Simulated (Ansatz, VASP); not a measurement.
## Two plane-wave programs on Ca3As

```
Ca As
1.0
     5.28688    0.00000    0.00000
     0.00000    5.28688    0.00000
     0.00000    0.00000    3.48255
Ca As
3 1
Direct
  0.00000 0.50000 0.50000
  0.50000 0.00000 0.50000
  0.00000 0.00000 0.00000
  0.50000 0.50000 0.50000
```

Alike in both runs: task relaxation of cell and atoms; functional PBE; k mesh 4 × 4 × 6; occupations gaussian, width 0.1 eV; no spin polarisation.

|  | VASP | Ansatz |
| --- | --- | --- |
| version | VASP 6.6.1 | Ansatz 0.2.0 |
| potentials or method | VASP PAW PBE potentials, release 64 (Ca_sv, As), cutoff 600 eV | scalar-relativistic, plane waves, PAW |
| valence electrons in the cell | 35 | 45 |

Ansatz gave:

* gap on the k mesh at the Fermi level, each at its own relaxed structure (eV): none
* relaxed volume (Å³/atom): 45.22
* relaxed length of the cell vector where the two differ most in proportion (Å): 5.742

Question: What did VASP give for the same quantities?

Answer: gap on the k mesh at the Fermi level, each at its own relaxed structure (eV): none; relaxed volume (Å³/atom): 44.27; relaxed length of the cell vector where the two differ most in proportion (Å): 5.603.

A gap of «none» marks a metal or a gap that the smearing closes. VASP's potentials hold 35 valence electrons a cell and Ansatz's 45, so a difference there can come from the potentials and not from the codes.

Noted on VASP's run: the volume moved by over 15 % at a fixed basis, so the end points are rough.
